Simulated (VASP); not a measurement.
**Ir: single point with PBE**

Crystal: Ir.

```xyz
1
Lattice="0.0000 1.8765 1.8765 1.8765 0.0000 1.8765 1.8765 1.8765 0.0000" Properties=species:S:1:pos:R:3 pbc="T T T"
Ir    0.0000    0.0000    0.0000
```

```
Program                : VASP 6.6.1
Task                   : single point
Functional             : PBE
Potentials or basis    : VASP PAW PBE potentials, release 64 (Ir)
Cutoff                 : 500 eV
k mesh                 : 13 × 13 × 13
Occupations            : methfessel-paxton, width 0.15 eV
Spin                   : no spin polarisation
Dipole correction      : no
Further INCAR settings : ALGO = Normal; EDIFF = 1e-06; NBANDS = 10
```

```
Pressure : 42.0 GPa
```

Levels at points of the mesh, in eV from the Fermi level:
| k point | band 1 | band 2 | band 3 | band 4 | band 5 | band 6 | band 7 | band 8 |
| --- | --- | --- | --- | --- | --- | --- | --- | --- |
| (0.00, 0.00, 0.00) | -11.89 | -4.33 | -4.33 | -4.33 | -1.33 | -1.33 | 14.14 | 20.15 |

Run time: 6.1 s on 1 thread of AMD EPYC 9R45 96-Core Processor (Zen 5), with other jobs on the host, peak memory 0.1 GiB.

Caveat: spin-orbit coupling is left out, which moves the levels of the heavy elements.
